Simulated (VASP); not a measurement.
A run of VASP 6.6.1 is set up as follows.

Contents of POSCAR:

```
PtSe
1.0
    0.0000000000      2.7884007803      2.7884007803
    2.7884007803      0.0000000000      2.7884007803
    2.7884007803      2.7884007803      0.0000000000
Pt Se
1 1
Direct
    0.0000000000      0.0000000000      0.0000000000
    0.2500000000      0.2500000000      0.2500000000
```

INCAR.step1

```
SYSTEM = PtSe
PREC = Accurate
ENCUT = 520
EDIFF = 1E-5
ISMEAR = -1
SIGMA = 0.05
LREAL = .FALSE.
LASPH = .TRUE.
NELM = 60
ALGO = Normal
ISIF = 2
LWAVE = .TRUE.
GGA = PE
NBANDS = 15
```

The input INCAR.step2:

```
SYSTEM = PtSe
PREC = Accurate
ENCUT = 520
EDIFF = 1E-7
ISMEAR = -1
SIGMA = 0.05
LREAL = .FALSE.
LASPH = .TRUE.
NELM = 60
ALGO = Normal
ISIF = 2
LWAVE = .FALSE.
LCHARG = .TRUE.
GGA = PS
LHFCALC = .TRUE.
AEXX = 0.25
HFSCREEN = 0.207
PRECFOCK = Normal
LELF = .TRUE.
LVHAR = .TRUE.
ISTART = 1
NBANDS = 15
```

Contents of KPOINTS:

```
regular mesh
0
G
  4 4 4
  0 0 0
```

Potentials or basis: VASP PAW PBE potentials, release 64 (Pt, Se).

Command:

```console
$ cat potpaw_PBE.64/Pt/POTCAR potpaw_PBE.64/Se/POTCAR > POTCAR
$ cp INCAR.step1 INCAR
$ mpirun -np 1 vasp_std > vasp.out
$ cp INCAR.step2 INCAR
$ mpirun -np 1 vasp_std > vasp.out
```

**Question.** Predict the band gap on the k mesh.

**Answer.** Zero (bands 8 and 9 overlap by 4.71 eV).

**Question.** Estimate the pressure.

**Answer.** -0.1 GPa.

Caveat: the k points lie up to 0.49 Å⁻¹ apart, too coarse for converged energies and pressures of a metal; the PAW data sets were made with another functional, which shifts forces and pressure a little; spin-orbit coupling is left out, which moves the levels of the heavy elements.
